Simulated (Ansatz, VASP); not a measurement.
# InSe: VASP beside Ansatz

```
In Se
1.0
     3.63067    0.00000    0.00000
     0.00000    3.63067    0.00000
     0.00000    0.00000    3.63067
In Se
1 1
Direct
  0.00000 0.00000 0.00000
  0.50000 0.50000 0.50000
```

Alike in both runs: functional r2SCAN; k mesh 4 × 4 × 4; occupations gaussian, width 0.1 eV; no spin polarisation.

Ansatz relaxed the structure, and its values are those at the end. VASP's run is a single point on that final structure, the one shown.

|  | VASP | Ansatz |
| --- | --- | --- |
| version | VASP 6.6.1 | Ansatz 0.2.0 |
| potentials or method | VASP PAW PBE potentials, release 64 (In_d, Se), cutoff 520 eV | scalar-relativistic, plane waves, PAW |
| valence electrons in the cell | 19 | 29 |

```tsv
	VASP	Ansatz	Ansatz less VASP
gap on the k mesh at the Fermi level (eV)	none	none	-
pressure (GPa)	0.1	0.1	-0.06
```

VASP's potentials were made for PBE, not for r2SCAN. A gap of «none» marks a metal or a gap that the smearing closes. With one functional, cell and mesh, what is left measures potentials, basis and numerics. VASP's potentials hold 19 valence electrons a cell and Ansatz's 29, so a difference there can come from the potentials and not from the codes.

The k mesh is coarse, so the values compare programs but aren't converged.
